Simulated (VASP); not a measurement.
# Re (P6_3/mmc) in VASP: a series of runs

Runs on Re. Level: PBE. Tasks: single point.

Everything below comes from runs of VASP 6.6.1. Logs are shortened: lines on timing, memory, paths and dates and some standing lists are left out, and cuts for length are marked.

**1. The cell of the first run**

It takes space group P6_3/mmc (No. 194, hexagonal). Conventional cell: a = 2.646 Å, b = 2.646 Å, c = 4.272 Å, α = 90.00°, β = 90.00°, γ = 120.00°. Re (site symmetry -6m2) has 12 Re at 2.63 to 2.65 Å within 3.5 Å.

**2. Single point, PBE**

File INCAR:

```
SYSTEM = Re
PREC = Accurate
ENCUT = 600
EDIFF = 1E-6
ISMEAR = 1
SIGMA = 0.1
LREAL = .FALSE.
LASPH = .TRUE.
NELM = 120
ALGO = Normal
ISIF = 2
LWAVE = .FALSE.
LCHARG = .FALSE.
GGA = PE
NBANDS = 14
GGA_COMPAT = .FALSE.
```

File KPOINTS:

```
regular mesh
0
G
  10 10 5
  0 0 0
```

File POSCAR:

```
Re
1.0
    2.6456303883      0.0000000000      0.0000000000
   -1.3228151941      2.2911803129      0.0000000000
    0.0000000000      0.0000000000      4.2722216014
Re
2
Direct
    0.3333333333      0.6666666667      0.2500000000
    0.6666666667      0.3333333333      0.7500000000
```

Potentials or basis: VASP PAW PBE potentials, release 64 (Re).

Command:

```bash
$ cat potpaw_PBE.64/Re/POTCAR > POTCAR
$ mpirun -np 1 vasp_std > vasp.out
```

OUTCAR:

```text
SYSTEM = Re
   PREC = Accurate
   ENCUT = 600
   EDIFF = 1E-6
   ISMEAR = 1
   LREAL = .FALSE.
   LASPH = .TRUE.
   NELM = 120
   ISIF = 2
   GGA = PE

 ion  position               nearest neighbor table
   1  0.333  0.667  0.250-   2 2.63   2 2.63   2 2.63   2 2.63   2 2.63   2 2.63
   2  0.667  0.333  0.750-   1 2.63   1 2.63   1 2.63   1 2.63   1 2.63   1 2.63

  LATTYP: Found a hexagonal cell.
 ALAT       =     2.6456303883
 C/A-ratio  =     1.6148217908

  Lattice vectors:

 A1 = (   2.6456303883,   0.0000000000,   0.0000000000)
 A2 = (  -1.3228151941,   2.2911803129,   0.0000000000)
 A3 = (   0.0000000000,   0.0000000000,   4.2722216014)

Analysis of symmetry for initial positions (statically):
=====================================================================
 Subroutine PRICEL returns:
 Original cell was already a primitive cell.

 Routine SETGRP: Setting up the symmetry group for a
 hexagonal supercell.

 Subroutine GETGRP returns: Found 24 space group operations
 (whereof 12 operations were pure point group operations)
 out of a pool of 24 trial point group operations.

The static configuration has the point symmetry D_3d.
 The point group associated with its full space group is D_6h.

Analysis of symmetry for dynamics (positions and initial velocities):
=====================================================================
 Subroutine PRICEL returns:
 Original cell was already a primitive cell.

 Routine SETGRP: Setting up the symmetry group for a
 hexagonal supercell.

 Subroutine GETGRP returns: Found 24 space group operations
 (whereof 12 operations were pure point group operations)
 out of a pool of 24 trial point group operations.

The dynamic configuration has the point symmetry D_3d.
 The point group associated with its full space group is D_6h.

 Subroutine INISYM returns: Found 24 space group operations
 (whereof 12 operations are pure point group operations),
 and found     1 'primitive' translations

----------------------------------------------------------------------------------------

                                     Primitive cell

  volume of cell :      25.8966

  direct lattice vectors                    reciprocal lattice vectors
     2.645630388  0.000000000  0.000000000     0.377981748  0.218228132  0.000000000
    -1.322815194  2.291180313  0.000000000     0.000000000  0.436456264  0.000000000
     0.000000000  0.000000000  4.272221601     0.000000000  0.000000000  0.234070255

  length of vectors
     2.645630388  2.645627953  4.272221601     0.436455862  0.436456264  0.234070255

  position of ions in fractional coordinates (direct lattice)
     0.333333333  0.666666667  0.250000000
     0.666666667  0.333333333  0.750000000

  ion indices of the primitive-cell ions
   primitive index   ion index
                 1           1
                 2           2

----------------------------------------------------------------------------------------

 KPOINTS: regular mesh

Automatic generation of k-mesh.
 Grid dimensions read from file:
 generate k-points for:   10   10    5

 Generating k-lattice:

  Cartesian coordinates                     Fractional coordinates (reciprocal lattice)
     0.037798175  0.021822813  0.000000000     0.100000000 -0.000000000  0.000000000
     0.000000000  0.043645626  0.000000000     0.000000000  0.100000000  0.000000000
     0.000000000  0.000000000  0.046814051     0.000000000  0.000000000  0.200000000

  Length of vectors
     0.043645586  0.043645626  0.046814051

  Shift w.r.t. Gamma in fractional coordinates (k-lattice)
     0.000000000  0.000000000  0.000000000

 Subroutine IBZKPT returns following result:
 ===========================================

 Found     42 irreducible k-points:

 Following reciprocal coordinates:
            Coordinates               Weight
  0.000000  0.000000  0.000000      1.000000
  0.100000  0.000000  0.000000      6.000000
  0.200000  0.000000  0.000000      6.000000
  0.300000 -0.000000  0.000000      6.000000
  0.400000  0.000000  0.000000      6.000000
  0.500000  0.000000  0.000000      3.000000
[... 16 lines left out ...]
  0.300000  0.100000  0.200000     24.000000
  0.400000  0.100000  0.200000     24.000000
 [... further k-points ...]
   k-points           NKPTS =     42   k-points in BZ     NKDIM =     42   number of bands    NBANDS=     14
   number of dos      NEDOS =    301   number of ions     NIONS =      2
   total plane-waves  NPLWV =  20736
   dimension x,y,z NGX =    24 NGY =   24 NGZ =   36
   dimension x,y,z NGXF=    48 NGYF=   48 NGZF=   72
   ions per type =               2
   NGX,Y,Z   is equivalent  to a cutoff of  15.08, 15.08, 14.01 a.u.
   NGXF,Y,Z  is equivalent  to a cutoff of  30.16, 30.16, 28.02 a.u.
 SYSTEM =  Re
   PREC   = accura    normal or accurate (medium, high low for compatibility)
   ISTART =      0    job   : 0-new  1-cont  2-samecut
   ICHARG =      2    charge: 1-file 2-atom 10-const
   ISPIN  =      1    spin polarized calculation?
   LNONCOLLINEAR =      F non collinear calculations
   LSORBIT =      F    spin-orbit coupling
   LASPH  =      T    aspherical Exc in radial PAW
   ENCUT  =  600.0 eV  44.10 Ry    6.64 a.u.   5.28  5.28  8.53*2*pi/ulx,y,z
   NELM   =    120;   NELMIN=  2; NELMDL= -5     # of ELM steps
   EDIFF  = 0.1E-05   stopping-criterion for ELM
   LREAL  =      F    real-space projection
   EDIFFG = 0.1E-04   stopping-criterion for IOM
   NSW    =      0    number of steps for IOM
   IBRION =     -1    ionic relax: 0-MD 1-quasi-New 2-CG
   NFREE  =      0    steps in history (QN), initial steepest desc. (CG)
   ISIF   =      2    stress and relaxation
   ISYM   =      2    0-nonsym 1-usesym 2-fastsym
   POTIM  = 0.5000    time-step for ionic-motion
   TEBEG  =    0.0;   TEEND  =   0.0 temperature during run
   PSTRESS=    0.0 pullay stress
   NELECT =      14.0000    total number of electrons
   NUPDOWN=      -1.0000    fix difference up-down
   EMIN   =  10.00;   EMAX   =-10.00  energy-range for DOS
   EFERMI =   0.00;   METHOD = LEGACY
   ISMEAR =     1;   SIGMA  =   0.10  broadening in eV -4-tet -1-fermi 0-gaus
   EFERMI_NEDOS =   21; number of points for ismear=-14 and -15
   IALGO  =     38    algorithm
   IMIX   =      4    mixing-type and parameters
     AMIX     =   0.40;   BMIX     =  1.00
     AMIX_MAG =   1.60;   BMIX_MAG =  1.00
  volume/ion in A,a.u.               =      12.95        87.38
  Fermi-wavevector in a.u.,A,eV,Ry     =   1.333634  2.520203 24.199058  1.778581
  Thomas-Fermi vector in A             =   2.462478
   LORBIT       =      0    0 simple, 1 ext, 2 COOP (PROOUT), +10 PAW based schemes
   GGA     = PE    functional components
   LHFCALC =     F    Hartree Fock is set to
   AEXX    =    0.0000 exact exchange contribution
   IVDW    =     0    specifies the selected vdW correction
   LEPSILON=     F    determine dielectric tensor
   LRPA    =     F    only Hartree local field effects (RPA)
 non-spin polarized calculation
 Methfessel and Paxton  Order N= 1 SIGMA  =   0.10
  energy-cutoff  :      600.00
  volume of cell :       25.90
 maximum number of plane-waves:       876
 NGX is ok and might be reduce to    24
   NGX = 11   NGY = 11   NGZ = 17

 number of electron      14.0000000 magnetization

 Free energy of the ion-electron system (eV)
  ---------------------------------------------------
  ext. energy  EPLUGINS =         0.00000000
  ---------------------------------------------------
  free energy    TOTEN  =       -24.06898445 eV

  energy without entropy =      -24.06846585  energy(sigma->0) =      -24.06881158

 E-fermi :   9.6128     XC(G=0): -14.4450

 val. band max:        9.5426710778   @ k =   0.4000   0.1000   0.2000
 cond. band min:       9.6326024362   @ k =   0.4000   0.1000   0.4000
 fundamental gap:      0.0899313584
 Fermi energy:         9.6128098729

 k-point     1 :       0.0000    0.0000    0.0000
  band No.  band energies     occupation
      1      -1.1912      2.00000
      2       1.9301      2.00000
      3       7.5958      2.00000
      4       7.5959      2.00000
      5       7.6124      2.00000
      6       8.6250      2.00000
      7       8.6250      2.00000
      8       9.7332     -0.07078
      9       9.7332     -0.07078
     10      10.5360     -0.00000
     11      13.5370      0.00000
     12      13.5370      0.00000
     13      21.3506      0.00000
     14      23.8346      0.00000

 k-point     2 :       0.1000    0.0000    0.0000
  band No.  band energies     occupation
      1      -0.7196      2.00000
      2       2.3671      2.00000
      3       6.7509      2.00000
      4       8.0408      2.00000
      5       8.1962      2.00000
      6       8.4147      2.00000
      7       8.6859      2.00000
      8       9.0485      2.00000
      9       9.3624      2.00227
     10       9.7430     -0.06926
     11      13.8023      0.00000
     12      15.3653      0.00000
     13      21.3942      0.00000
     14      24.9142      0.00000

 k-point     3 :       0.2000    0.0000    0.0000
  band No.  band energies     occupation
      1       0.5246      2.00000
      2       3.2687      2.00000
      3       5.9831      2.00000
      4       6.5472      2.00000
      5       7.5736      2.00000
      6       8.5906      2.00000
      7       9.1378      2.00000
      8       9.3248      2.00036
      9       9.4546      2.04780
     10      10.2591     -0.00000
     11      14.2815      0.00000
     12      18.2095      0.00000
     13      21.1095      0.00000
     14      27.1360      0.00000

 k-point     4 :       0.3000   -0.0000    0.0000
  band No.  band energies     occupation
      1       1.9463      2.00000
      2       3.2813      2.00000
      3       4.7955      2.00000
      4       6.3036      2.00000
      5       7.6237      2.00000
      6       7.8464      2.00000
      7       8.5476      2.00000
      8      11.2434     -0.00000
      9      11.2662     -0.00000
     10      12.0494      0.00000
     11      14.6381      0.00000
     12      20.4768      0.00000
     13      20.9348      0.00000
     14      25.0849      0.00000

 k-point     5 :       0.4000    0.0000    0.0000
  band No.  band energies     occupation
      1       2.5504      2.00000
      2       2.9040      2.00000
      3       3.6790      2.00000
      4       7.1671      2.00000
      5       7.3406      2.00000
      6       8.1340      2.00000
      7       8.5756      2.00000
      8      13.3638      0.00000
      9      13.9250      0.00000
     10      13.9714      0.00000
     11      14.8156      0.00000
[... 276 lines left out ...]
 k-point    22 :       0.2000    0.1000    0.2000
  band No.  band energies     occupation
      1       1.8500      2.00000
      2       4.0752      2.00000
      3       4.9571      2.00000
      4       5.7342      2.00000
      5       6.9620      2.00000
      6       8.0501      2.00000
      7       8.6101      2.00000
      8      10.1203     -0.00000
      9      11.2988     -0.00000
     10      11.6594      0.00000
     11      14.0406      0.00000
     12      17.6749      0.00000
     13      22.5734      0.00000
     14      27.0672      0.00000

 k-point    23 :       0.3000    0.1000    0.2000
  band No.  band energies     occupation
      1       2.5094      2.00000
      2       3.6159      2.00000
      3       4.5162      2.00000
      4       5.7324      2.00000
      5       7.3506      2.00000
      6       8.1848      2.00000
      7       8.7129      2.00000
      8      11.4429     -0.00000
      9      12.9999      0.00000
     10      13.2189      0.00000
     11      14.7371      0.00000
     12      18.6876      0.00000
     13      21.7320      0.00000
     14      25.5935      0.00000

 k-point    24 :       0.4000    0.1000    0.2000
  band No.  band energies     occupation
      1       2.3775      2.00000
      2       3.1166      2.00000
      3       4.7580      2.00000
      4       5.4608      2.00000
      5       7.1175      2.00000
      6       9.0513      2.00000
      7       9.5427      1.92071
      8      12.9538      0.00000
      9      13.6790      0.00000
     10      14.5408      0.00000
     11      16.1692      0.00000
     12      18.5064      0.00000
     13      21.1547      0.00000
     14      23.2444      0.00000

 [... further k-points ...]

------------------------ aborting loop because EDIFF is reached ----------------------------------------

  FORCE on cell =-STRESS in cart. coord.  units (eV):
  Direction    XX          YY          ZZ          XY          YZ          ZX
  --------------------------------------------------------------------------------------
  -------------------------------------------------------------------------------------
  Total       11.7716078     11.7715789     11.8266216      0.0000000     -0.0000000      0.0000000
  in kB      728.2896800    728.2878921    731.6932900      0.0000000     -0.0000000      0.0000000
  external PRESSURE =     729.4236207 kB  Pullay stress =       0.0000000 kB

 VOLUME and BASIS-vectors are now :
 -----------------------------------------------------------------------------
  energy-cutoff  :      600.00
  volume of cell :       25.90
      direct lattice vectors                 reciprocal lattice vectors
     2.645630388  0.000000000  0.000000000     0.377981748  0.218228132  0.000000000
    -1.322815194  2.291180313  0.000000000     0.000000000  0.436456264  0.000000000
     0.000000000  0.000000000  4.272221601     0.000000000  0.000000000  0.234070255

 POSITION                                       TOTAL-FORCE (eV/Angst)
 -----------------------------------------------------------------------------------
     -0.00000      1.52745      1.06806        -0.000000     -0.000000      0.000000
      1.32282      0.76373      3.20417         0.000000      0.000000      0.000000
 -----------------------------------------------------------------------------------
    total drift:                                0.000000     -0.000000     -0.000000

  FREE ENERGIE OF THE ION-ELECTRON SYSTEM (eV)
  ---------------------------------------------------
  free  energy   TOTEN  =       -24.0689844477 eV

  energy  without entropy=      -24.0684658457  energy(sigma->0) =      -24.06881158
```

It took 13 s on 1 thread of Intel Xeon Platinum 8488C (Sapphire Rapids), shared host; peak memory 0.16 GiB.

Results:

| Item | Value |
| --- | --- |
| Free energy | -24.0690 eV |
| Pressure | 72.9 GPa |
| Band gap on the k mesh | zero (bands 7 and 8 overlap by 3.40 eV) |

Caveat: the cell stands under pressure; spin-orbit coupling is left out, which moves the levels of the heavy elements.

**3. Single point, PBE**

This run uses another cell than the first one, of 13.54 Å³/atom.

File INCAR:

```
SYSTEM = Re
  PREC = Accurate
  ENCUT = 600
  EDIFF = 1E-6
  ISMEAR = 1
  SIGMA = 0.1
  LREAL = .False.
  LASPH = .True.
  NELM = 120
  ALGO = Normal
  ISIF = 2
  LWAVE = .False.
  LCHARG = .False.
  GGA = PE
  NBANDS = 14
  GGA_COMPAT = .False.
```

File KPOINTS:

```
regular mesh
0
Gamma
  10 10 5
  0 0 0
```

File POSCAR:

```
Re
1.0
    2.6851232314      0.0000000000      0.0000000000
   -1.3425616157      2.3253820764      0.0000000000
    0.0000000000      0.0000000000      4.3359955050
Re
2
Direct
    0.3333333333      0.6666666667      0.2500000000
    0.6666666667      0.3333333333      0.7500000000
```

Potentials or basis: VASP PAW PBE potentials, release 64 (Re).

Command:

```bash
$ cat potpaw_PBE.64/Re/POTCAR > POTCAR
$ mpirun -np 1 vasp_std > vasp.out
```

Wall time 13 s (1 thread of Intel Xeon Platinum 8488C (Sapphire Rapids), shared host); peak memory 0.16 GiB.

The run converged. Its results:

| Property | Result |
| --- | --- |
| Free energy | -24.5001 eV |
| Pressure | 45.4 GPa |
| Band gap on the k mesh | zero (bands 7 and 8 overlap by 3.19 eV) |

Stress tensor (GPa, compression positive):
```
45.29  0.00  0.00
 0.00 45.29  0.00
 0.00  0.00 45.48
```

Levels at points of the mesh, in eV from the Fermi level:
| k point | band 3 | band 4 | band 5 | band 6 | band 7 | band 8 | band 9 | band 10 | band 11 | band 12 |
| --- | --- | --- | --- | --- | --- | --- | --- | --- | --- | --- |
| (0.00, 0.00, 0.00) | -1.82 | -1.82 | -1.82 | -0.87 | -0.87 | 0.18 | 0.18 | 0.82 | 3.75 | 3.75 |
| (0.50, 0.00, 0.00) | -5.90 | -2.23 | -1.75 | -1.51 | -0.65 | 4.49 | 4.96 | 5.11 | 6.84 | 7.88 |

Caveat: the cell stands under pressure; spin-orbit coupling is left out, which moves the levels of the heavy elements.
